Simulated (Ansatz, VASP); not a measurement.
# Two plane-wave programs on GaN

```
Ga N
1.0
     3.15091    0.00000    0.00000
    -1.57546    2.75633    0.00000
     0.00000    0.00000    5.18541
Ga N
2 2
Direct
  0.33333 0.66667 0.99919
  0.66667 0.33333 0.49919
  0.33333 0.66667 0.37581
  0.66667 0.33333 0.87581
```

Change from the starting cell: strain e1 = -0.01, atoms carried along.

Alike in both runs: task single point; functional PBEsol; k mesh 12 × 12 × 6; occupations gaussian, width 0.05 eV; no spin polarisation.

|  | VASP | Ansatz |
| --- | --- | --- |
| version | VASP 6.6.1 | Ansatz 0.2.0 |
| potentials or method | VASP PAW PBE potentials, release 64 (Ga_d, N), cutoff 520 eV | scalar-relativistic, plane waves, PAW |
| valence electrons in the cell | 36 | 36 |

```csv
,VASP,Ansatz,Ansatz less VASP
gap on the k mesh at the Fermi level (eV),1.92,1.90,-0.019
least direct gap on the mesh (eV),1.92,1.90,-0.019
pressure (GPa),1.8,1.9,+0.16
"traceless stress, the component that is largest in VASP (GPa)",2.24,2.25,+0.011
rms of the force components (eV/Å),0.061,0.062,+0.0013
```

VASP's potentials were made for PBE, not for PBEsol. Atom by atom the forces differ by 0.001 eV/Å (rms over components). With one functional, cell and mesh, what is left measures potentials, basis and numerics.
